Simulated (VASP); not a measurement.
A run of VASP 6.6.1 is set up as follows.

Contents of INCAR:

```
SYSTEM = Os
PREC     = Accurate       ! precision mode
ENCUT    = 600            ! plane-wave cutoff, eV
EDIFF    = 1E-7           ! SCF threshold, eV
ISMEAR   = 0              ! smearing method
SIGMA    = 0.05           ! smearing width, eV
LREAL    = .False.        ! projectors in reciprocal space
LASPH    = .True.         ! aspherical terms in the spheres
NELM     = 120            ! most SCF steps
ALGO     = Normal         ! electronic algorithm
ISIF     = 3              ! what is computed and relaxed
LWAVE    = .False.        ! write WAVECAR
LCHARG   = .False.        ! write CHGCAR
IBRION   = 2              ! ionic algorithm
NSW      = 60             ! ionic steps
EDIFFG   = -0.01          ! ionic threshold
PSTRESS  = 200.0        
GGA_COMPAT= .False.      
NELMIN   = 4
```

KPOINTS

```
regular mesh
0
Gamma
  21 21 21
  0 0 0
```

Contents of POSCAR:

```
Os
1.0
    0.0000000000      1.9100000000      1.9100000000
    1.9100000000      0.0000000000      1.9100000000
    1.9100000000      1.9100000000      0.0000000000
Os
1
Direct
    0.0000000000      0.0000000000      0.0000000000
```

Potentials or basis: VASP PAW LDA potentials, release 64 (Os).

Command:

```console
$ cat potpaw_LDA.64/Os/POTCAR > POTCAR
$ mpirun -np 1 vasp_std > vasp.out
```

Problem. What does it give for the band gap on the k mesh?

Solution. Zero (bands 4 and 5 overlap by 4.49 eV).

Problem. What does it give for the relaxed volume?

Solution. 13.23 Å³/atom.

Final structure:
```yaml
crystal:
  lattice:
    - [0.00000, 1.87741, 1.87741]
    - [1.87741, 0.00000, 1.87741]
    - [1.87741, 1.87741, 0.00000]
  atoms:
    - { symbol: Os, position: [0.00000, 0.00000, 0.00000] }
```

Caveat: the cell is relaxed towards a set pressure, so the run minimises the enthalpy, not the energy; spin-orbit coupling is left out, which moves the levels of the heavy elements.
